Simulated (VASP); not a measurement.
# KF (Fmmm) in VASP: notebook, part 3 of 3

VASP 6.6.1. Earlier steps stand in the parts before.

## 4. Single point, LDA (normal strain along x -0.0175, normal strain along z +0.0375)

INCAR

```
ALGO = Normal
EDIFF = 1E-7
ENCUT = 520
GGA = CA
ISIF = 2
ISMEAR = 0
LASPH = True
LCHARG = False
LREAL = False
LWAVE = False
NBANDS = 15
NELM = 60
PREC = Accurate
SIGMA = 0.05
```

KPOINTS

```
k-points
0
Gamma
  8 8 8
```

POSCAR

```
KF
1.0
    0.0000000000      2.5817196783      2.6785341662
    2.5365395839      0.0000000000      2.6785341662
    2.5365395839      2.5817196783      0.0000000000
K F
1 1
Direct
    0.0000000000      0.0000000000      0.0000000000
    0.5000000000      0.5000000000      0.5000000000
```

Potentials or basis: VASP PAW LDA potentials, release 64 (K_sv, F).

On the command line:

```
$ cat potpaw_LDA.64/K_sv/POTCAR potpaw_LDA.64/F/POTCAR > POTCAR
$ mpirun -np 1 vasp_std > vasp.out
```

OUTCAR:

```text
EDIFF = 1E-7
   ENCUT = 520
   GGA = CA
   ISIF = 2
   ISMEAR = 0
   LASPH = True
   LREAL = False
   NELM = 60
   PREC = Accurate

 ion  position               nearest neighbor table
   1  0.000  0.000  0.000-   2 2.54   2 2.54   2 2.58   2 2.58   2 2.68   2 2.68
   2  0.500  0.500  0.500-   1 2.54   1 2.54   1 2.58   1 2.58   1 2.68   1 2.68

  LATTYP: Found a face centered orthorhombic cell.
 ALAT       =     5.0730791678
 B/A-ratio  =     1.0178117048
 C/A-ratio  =     1.0559796438

  Lattice vectors:

 A1 = (   0.0000000000,   2.5817196783,   2.6785341662)
 A2 = (   2.5365395839,   0.0000000000,   2.6785341662)
 A3 = (   2.5365395839,   2.5817196783,   0.0000000000)

Analysis of symmetry for initial positions (statically):
=====================================================================
 Subroutine PRICEL returns:
 Original cell was already a primitive cell.

 Routine SETGRP: Setting up the symmetry group for a
 face centered orthorhombic supercell.

 Subroutine GETGRP returns: Found  8 space group operations
 (whereof  8 operations were pure point group operations)
 out of a pool of  8 trial point group operations.

The static configuration has the point symmetry D_2h.

Analysis of symmetry for dynamics (positions and initial velocities):
=====================================================================
 Subroutine PRICEL returns:
 Original cell was already a primitive cell.

 Routine SETGRP: Setting up the symmetry group for a
 face centered orthorhombic supercell.

 Subroutine GETGRP returns: Found  8 space group operations
 (whereof  8 operations were pure point group operations)
 out of a pool of  8 trial point group operations.

The dynamic configuration has the point symmetry D_2h.

 Subroutine INISYM returns: Found  8 space group operations
 (whereof  8 operations are pure point group operations),
 and found     1 'primitive' translations

----------------------------------------------------------------------------------------

                                     Primitive cell

  volume of cell :      35.0815

  direct lattice vectors                    reciprocal lattice vectors
     0.000000000  2.581719678  2.678534166    -0.197118942  0.193669361  0.186669263
     2.536539584  0.000000000  2.678534166     0.197118942 -0.193669361  0.186669263
     2.536539584  2.581719678  0.000000000     0.197118942  0.193669361 -0.186669263

  length of vectors
     3.720191094  3.688980664  3.619296832     0.333480303  0.333480303  0.333480303

  position of ions in fractional coordinates (direct lattice)
     0.000000000  0.000000000  0.000000000
     0.500000000  0.500000000  0.500000000

  ion indices of the primitive-cell ions
   primitive index   ion index
                 1           1
                 2           2

----------------------------------------------------------------------------------------

 KPOINTS: k-points

Automatic generation of k-mesh.
 Grid dimensions read from file:
 generate k-points for:    8    8    8

 Generating k-lattice:

  Cartesian coordinates                     Fractional coordinates (reciprocal lattice)
    -0.024639868  0.024208670  0.023333658     0.125000000  0.000000000  0.000000000
     0.024639868 -0.024208670  0.023333658     0.000000000  0.125000000  0.000000000
     0.024639868  0.024208670 -0.023333658     0.000000000  0.000000000  0.125000000

  Length of vectors
     0.041685038  0.041685038  0.041685038

  Shift w.r.t. Gamma in fractional coordinates (k-lattice)
     0.000000000  0.000000000  0.000000000

 Subroutine IBZKPT returns following result:
 ===========================================

 Found     95 irreducible k-points:

 Following reciprocal coordinates:
            Coordinates               Weight
  0.000000  0.000000  0.000000      1.000000
  0.125000  0.000000  0.000000      8.000000
  0.250000  0.000000  0.000000      8.000000
  0.375000 -0.000000  0.000000      8.000000
  0.500000  0.000000  0.000000      4.000000
  0.125000  0.125000  0.000000      2.000000
[... 16 lines left out ...]
  0.250000  0.000000  0.125000      8.000000
  0.375000  0.000000  0.125000      8.000000
 [... further k-points ...]
   k-points           NKPTS =     95   k-points in BZ     NKDIM =     95   number of bands    NBANDS=     15
   number of dos      NEDOS =    301   number of ions     NIONS =      2
   total plane-waves  NPLWV =  21952
   dimension x,y,z NGX =    28 NGY =   28 NGZ =   28
   dimension x,y,z NGXF=    56 NGYF=   56 NGZF=   56
   ions per type =               1   1
   NGX,Y,Z   is equivalent  to a cutoff of  12.51, 12.62, 12.86 a.u.
   NGXF,Y,Z  is equivalent  to a cutoff of  25.02, 25.24, 25.72 a.u.
 SYSTEM =  unknown system
   PREC   = accura    normal or accurate (medium, high low for compatibility)
   ISTART =      0    job   : 0-new  1-cont  2-samecut
   ICHARG =      2    charge: 1-file 2-atom 10-const
   ISPIN  =      1    spin polarized calculation?
   LNONCOLLINEAR =      F non collinear calculations
   LSORBIT =      F    spin-orbit coupling
   LASPH  =      T    aspherical Exc in radial PAW
   ENCUT  =  520.0 eV  38.22 Ry    6.18 a.u.   6.92  6.86  6.73*2*pi/ulx,y,z
   NELM   =     60;   NELMIN=  2; NELMDL= -5     # of ELM steps
   EDIFF  = 0.1E-06   stopping-criterion for ELM
   LREAL  =      F    real-space projection
   EDIFFG = 0.1E-05   stopping-criterion for IOM
   NSW    =      0    number of steps for IOM
   IBRION =     -1    ionic relax: 0-MD 1-quasi-New 2-CG
   NFREE  =      0    steps in history (QN), initial steepest desc. (CG)
   ISIF   =      2    stress and relaxation
   ISYM   =      2    0-nonsym 1-usesym 2-fastsym
   POTIM  = 0.5000    time-step for ionic-motion
   TEBEG  =    0.0;   TEEND  =   0.0 temperature during run
   PSTRESS=    0.0 pullay stress
   NELECT =      16.0000    total number of electrons
   NUPDOWN=      -1.0000    fix difference up-down
   EMIN   =  10.00;   EMAX   =-10.00  energy-range for DOS
   EFERMI =   0.00;   METHOD = LEGACY
   ISMEAR =     0;   SIGMA  =   0.05  broadening in eV -4-tet -1-fermi 0-gaus
   EFERMI_NEDOS =   21; number of points for ismear=-14 and -15
   IALGO  =     38    algorithm
   IMIX   =      4    mixing-type and parameters
     AMIX     =   0.40;   BMIX     =  1.00
     AMIX_MAG =   1.60;   BMIX_MAG =  1.00
  volume/ion in A,a.u.               =      17.54       118.37
  Fermi-wavevector in a.u.,A,eV,Ry     =   1.260150  2.381338 21.605747  1.587978
  Thomas-Fermi vector in A             =   2.393674
   LORBIT       =      0    0 simple, 1 ext, 2 COOP (PROOUT), +10 PAW based schemes
   GGA     = CA    functional components
   LHFCALC =     F    Hartree Fock is set to
   AEXX    =    0.0000 exact exchange contribution
   IVDW    =     0    specifies the selected vdW correction
   LEPSILON=     F    determine dielectric tensor
   LRPA    =     F    only Hartree local field effects (RPA)
 non-spin polarized calculation
 Gauss-broadening in eV      SIGMA  =   0.05
  energy-cutoff  :      520.00
  volume of cell :       35.08
 maximum number of plane-waves:       966
   NGX = 13   NGY = 13   NGZ = 13

 number of electron      16.0000004 magnetization

 Free energy of the ion-electron system (eV)
  ---------------------------------------------------
  ext. energy  EPLUGINS =         0.00000000
  ---------------------------------------------------
  free energy    TOTEN  =        -9.05926445 eV

  energy without entropy =       -9.05926445  energy(sigma->0) =       -9.05926445

 E-fermi :  -2.6712     XC(G=0):  -9.5153

 val. band max:       -2.9307201119   @ k =   0.0000   0.0000   0.0000
 cond. band min:       3.2305450715   @ k =   0.0000   0.0000   0.0000
 fundamental gap:      6.1612651834
 Fermi energy:        -2.6711836687

 k-point     1 :       0.0000    0.0000    0.0000
  band No.  band energies     occupation
      1     -28.4064      2.00000
      2     -21.2501      2.00000
      3     -11.8100      2.00000
      4     -11.8015      2.00000
      5     -11.7994      2.00000
      6      -3.0475      2.00000
      7      -2.9776      2.00000
      8      -2.9307      2.00000
      9       3.2305      0.00000
     10       7.5521      0.00000
     11       7.8003      0.00000
     12       7.9131      0.00000
     13       9.3659      0.00000
     14       9.8659      0.00000
[... 401 lines left out ...]
      2     -21.3669      2.00000
      3     -12.0847      2.00000
      4     -11.9066      2.00000
      5     -11.8796      2.00000
      6      -3.6990      2.00000
      7      -3.3192      2.00000
      8      -3.2309      2.00000
      9       5.8028      0.00000
     10       6.7428      0.00000
     11       9.1165      0.00000
     12       9.3882      0.00000
     13      10.8458      0.00000
     14      11.0853      0.00000
     15      15.2981      0.00000

 [... further k-points ...]
[... 5 lines left out ...]
  --------------------------------------------------------------------------------------
  -------------------------------------------------------------------------------------
  Total        0.3250316     -0.0175845     -0.5411641     -0.0000000      0.0000000      0.0000000
  in kB       14.8442490     -0.8030867    -24.7150567     -0.0000000      0.0000000      0.0000000
  external PRESSURE =      -3.5579648 kB  Pullay stress =       0.0000000 kB

 VOLUME and BASIS-vectors are now :
 -----------------------------------------------------------------------------
  energy-cutoff  :      520.00
  volume of cell :       35.08
      direct lattice vectors                 reciprocal lattice vectors
     0.000000000  2.581719678  2.678534166    -0.197118942  0.193669361  0.186669263
     2.536539584  0.000000000  2.678534166     0.197118942 -0.193669361  0.186669263
     2.536539584  2.581719678  0.000000000     0.197118942  0.193669361 -0.186669263

 POSITION                                       TOTAL-FORCE (eV/Angst)
 -----------------------------------------------------------------------------------
      0.00000      0.00000      0.00000         0.000000      0.000000     -0.000000
      2.53654      2.58172      2.67853        -0.000000     -0.000000      0.000000
 -----------------------------------------------------------------------------------
    total drift:                                0.000000      0.000000      0.000000

  FREE ENERGIE OF THE ION-ELECTRON SYSTEM (eV)
  ---------------------------------------------------
  free  energy   TOTEN  =        -9.0592644476 eV

  energy  without entropy=       -9.0592644476  energy(sigma->0) =       -9.05926445
```

It took 22 s on 1 thread of Intel Xeon 6975P-C (Granite Rapids), shared host; peak memory 0.17 GiB.

Results:

| Item | Value |
| --- | --- |
| Free energy | -9.0593 eV |
| Pressure | -0.4 GPa |
| Band gap on the k mesh | 6.16 eV, direct |

Caveat: the cell differs from its parent crystal (normal strain along x -0.0175, normal strain along z +0.0375). A k mesh can miss the band edges.

## 5. Single point, LDA (normal strain along x +0.0700, normal strain along z -0.0375)

INCAR

```
SYSTEM = KF
PREC = Accurate ; ENCUT = 520
EDIFF = 1E-6 ; ISMEAR = 0
SIGMA = 0.05 ; LREAL = .False.
LASPH = .True. ; NELM = 80
ALGO = Normal ; ISIF = 2
LWAVE = .False. ; LCHARG = .False.
GGA = CA ; NBANDS = 15
```

KPOINTS

```
regular mesh
0
Gamma
  8 8 8
  0 0 0
```

POSCAR

```
KF
1.0
    0.0000000000      2.5817196783      2.4849051904
    2.7624400558      0.0000000000      2.4849051904
    2.7624400558      2.5817196783      0.0000000000
K F
1 1
Direct
    0.0000000000      0.0000000000      0.0000000000
    0.5000000000      0.5000000000      0.5000000000
```

On the command line:

```
$ cat potpaw_LDA.64/K_sv/POTCAR potpaw_LDA.64/F/POTCAR > POTCAR
$ mpirun -np 1 vasp_std > vasp.out
```

Run time: 19 s. Hardware: 1 thread of Intel Xeon 6975P-C (Granite Rapids), shared host; peak memory 0.17 GiB.

Results (log left out):

```yaml
Free_energy: -9.0269 eV
Pressure: -0.1 GPa
Band_gap_on_the_k_mesh: 6.00 eV, direct
```

Stress tensor (GPa, compression positive):
```
-3.73  0.00  0.00
 0.00 -0.12  0.00
 0.00  0.00  3.64
```

Levels at points of the mesh, in eV from the valence-band top:
| k point | band 4 | band 5 | band 6 | band 7 | band 8 | band 9 | band 10 | band 11 | band 12 | band 13 |
| --- | --- | --- | --- | --- | --- | --- | --- | --- | --- | --- |
| (0.00, 0.00, 0.00) | -8.96 | -8.94 | -0.22 | -0.11 | 0.00 | 6.00 | 10.25 | 10.71 | 10.94 | 12.02 |
| (0.50, 0.00, 0.00) | -9.04 | -8.92 | -1.07 | -0.59 | -0.57 | 8.93 | 10.61 | 11.96 | 12.55 | 14.56 |
| (0.50, 0.50, 0.00) | -9.36 | -9.24 | -0.27 | -0.13 | -0.10 | 7.66 | 10.49 | 12.27 | 13.87 | 14.24 |
| (0.50, 0.00, 0.50) | -9.36 | -9.17 | -0.27 | -0.25 | -0.01 | 7.84 | 10.38 | 11.92 | 13.85 | 14.10 |
| (0.00, 0.50, 0.50) | -9.21 | -9.14 | -0.44 | -0.15 | -0.02 | 8.05 | 10.45 | 11.31 | 13.92 | 14.46 |

Caveat: the cell differs from its parent crystal (normal strain along x +0.0700, normal strain along z -0.0375). A k mesh can miss the band edges.

## 6. Single point, LDA (normal strain along x -0.0700, normal strain along z +0.1125)

INCAR

```
SYSTEM = KF
PREC = Accurate
ENCUT = 520
EDIFF = 1E-6
ISMEAR = 0
SIGMA = 0.05
LREAL = .FALSE.
LASPH = .TRUE.
NELM = 80
ALGO = Normal
ISIF = 2
LWAVE = .FALSE.
LCHARG = .FALSE.
NBANDS = 15
```

KPOINTS

```
regular mesh
0
G
  8 8 8
  0 0 0
```

POSCAR

```
KF
1.0
    0.0000000000      2.5817196783      2.8721631421
    2.4009993008      0.0000000000      2.8721631421
    2.4009993008      2.5817196783      0.0000000000
K F
1 1
Direct
    0.0000000000      0.0000000000      0.0000000000
    0.5000000000      0.5000000000      0.5000000000
```

Potentials or basis: VASP PAW LDA potentials, release 64 (K_sv, F).

On the command line:

```
$ cat potpaw_LDA.64/K_sv/POTCAR potpaw_LDA.64/F/POTCAR > POTCAR
$ mpirun -np 1 vasp_std > vasp.out
```

Run time: 22 s. Hardware: 1 thread of Intel Xeon 6975P-C (Granite Rapids), shared host; peak memory 0.17 GiB.

Results (log left out):

```
Free energy            : -8.9450 eV
Pressure               : 1.5 GPa
Band gap on the k mesh : 5.73 eV, indirect (least direct gap 5.74 eV)
```

Stress tensor (GPa, compression positive):
```
 8.80  0.00  0.00
 0.00  0.12  0.00
 0.00  0.00 -4.45
```

Levels at points of the mesh, in eV from the valence-band top:
```tsv
k point	band 6	band 7	band 8	band 9	band 10	band 11
(0.00, 0.00, 0.00)	-0.41	-0.28	-0.02	5.73	9.93	10.68
(0.50, 0.00, 0.00)	-1.22	-0.77	-0.74	8.71	10.37	11.73
(0.50, 0.50, 0.00)	-0.66	-0.31	-0.03	8.08	10.35	10.75
(0.50, 0.00, 0.50)	-0.47	-0.39	0.00	7.81	10.14	11.71
(0.00, 0.50, 0.50)	-0.47	-0.28	-0.07	7.42	10.45	12.39
```

Caveat: the cell differs from its parent crystal (normal strain along x -0.0700, normal strain along z +0.1125).

## 7. The runs side by side

```csv
cell,gap on the mesh (eV),pressure (GPa)
"a = 3.862, b = 3.954, c = 3.748 Å, angles 60.1, 62.6, 57.3°, 2 atoms",5.42,-4.0
"a = 3.583, b = 3.682, c = 3.748 Å, angles 57.7, 60.2, 62.1°, 2 atoms",6.11,0.4
"a = 3.720, b = 3.689, c = 3.619 Å, angles 61.2, 60.3, 58.5°, 2 atoms",6.16,-0.4
"a = 3.583, b = 3.716, c = 3.781 Å, angles 57.1, 60.5, 62.4°, 2 atoms",6.00,-0.1
"a = 3.862, b = 3.744, c = 3.526 Å, angles 64.1, 60.7, 55.2°, 2 atoms",5.73,1.5
```

Alike in all rows: task single point; level LDA; potentials or basis VASP PAW LDA potentials, release 64 (K_sv, F); no spin polarisation; k mesh 8 × 8 × 8; cutoff (eV) 520; smearing gaussian 0.05 eV.

Total energies depend on the potentials used, so only differences within one code and one set of settings carry meaning.
